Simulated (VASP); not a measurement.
A run of VASP 6.6.1 is set up as follows.

INCAR

```
PREC = Accurate
ENCUT = 520
EDIFF = 1E-6
ISMEAR = -1
SIGMA = 0.03
LREAL = F
LASPH = T
NELM = 100
ALGO = Normal
ISIF = 2
LWAVE = F
LCHARG = F
GGA = CA
NBANDS = 16
```

KPOINTS

```
Automatic mesh
0
Gamma
  7 7 7
```

The input POSCAR:

```
YSe
1.0
    0.0000000000      2.8940402900      2.8940402900
    2.8940402900      0.0000000000      2.8940402900
    2.8940402900      2.8940402900      0.0000000000
Y Se
1 1
Direct
    0.0000000000      0.0000000000      0.0000000000
    0.5000000000      0.5000000000      0.5000000000
```

Potentials or basis: VASP PAW LDA potentials, release 64 (Y_sv, Se).

The run is started by

```bash
$ cat potpaw_LDA.64/Y_sv/POTCAR potpaw_LDA.64/Se/POTCAR > POTCAR
$ mpirun -np 1 vasp_std > vasp.out
```

(1) Predict the pressure.

Answers

(1) -5.8 GPa.
